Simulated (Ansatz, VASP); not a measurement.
**Pd: VASP beside Ansatz**

```
Pd
1.0
     0.00000    1.93919    1.93919
     1.93919    0.00000    1.93919
     1.93919    1.93919    0.00000
Pd
1
Direct
  0.00000 0.00000 0.00000
```

Alike in both runs: functional PBEsol; k mesh 14 × 14 × 14; occupations fermi-dirac, width 0.05 eV; collinear spin.

Ansatz relaxed the structure, and its values are those at the end. VASP's run is a single point on that final structure, the one shown.

|  | VASP | Ansatz |
| --- | --- | --- |
| version | VASP 6.6.1 | Ansatz 0.2.0 |
| potentials or method | VASP PAW PBE potentials, release 64 (Pd), cutoff 520 eV | plane waves (420 eV) with PAW, scalar-relativistic |
| valence electrons in the cell | 10 | 18 |

|  | VASP | Ansatz | Ansatz less VASP |
| --- | --- | --- | --- |
| pressure (GPa) | -0.3 | 0.0 | +0.31 |
| net moment per atom (μB) | 0.31 | 0.31 | 0.000 |
| size of the moment on the site where the two differ most (μB) | 0.31 | 0.31 | +0.004 |

VASP's potentials were made for PBE, not for PBEsol, and Ansatz warns of the same on its side. Site moments also hang on the region over which each program counts them. The functional is the same, so the differences come from potentials, cutoffs and numerics. VASP's potentials hold 10 valence electrons a cell and Ansatz's 18, so a difference there can come from the potentials and not from the codes.
